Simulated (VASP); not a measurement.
Set up this calculation in VASP 6.6.1, as the native input.

```yaml
Task: single point
Functional: PBEsol
Potentials_or_basis: VASP PAW PBE potentials, release 64 (Ag)
Cutoff: 520 eV
k_mesh: 18 × 18 × 18
Occupations: fermi-dirac, width 0.08 eV
Spin: no spin polarisation
Dipole_correction: no
Further_INCAR_settings: ALGO = Normal; EDIFF = 1e-06; NBANDS = 12
```

The structure of Ag lies in POSCAR:

```
Ag
1.0
   -1.4181667849      1.4181667849      1.4181667849
    1.4181667849     -1.4181667849      1.4181667849
    1.4181667849      1.4181667849     -1.4181667849
Ag
1
Direct
    0.0000000000      0.0000000000      0.0000000000
```

This cell differs from its parent crystal: volume scaled by 0.68.

The input as run:

INCAR

```
PREC = Accurate
ENCUT = 520
EDIFF = 1E-6
ISMEAR = -1
SIGMA = 0.08
LREAL = F
LASPH = T
NELM = 100
ALGO = Normal
ISIF = 2
LWAVE = F
LCHARG = T
GGA = PS
LELF = T
LVHAR = T
NBANDS = 12
```

KPOINTS

```
regular mesh
0
Gamma
  18 18 18
```

Potentials or basis: VASP PAW PBE potentials, release 64 (Ag).

Run with:

```sh
$ cat potpaw_PBE.64/Ag/POTCAR > POTCAR
$ mpirun -np 1 vasp_std > vasp.out
```

It gave:

```
Pressure : 129.6 GPa
```

Caveat: the PAW data sets were made with another functional, which shifts forces and pressure a little.

It took 45 s on 1 thread of AMD EPYC 7R13 (shared host), peak memory 0.11 GiB.
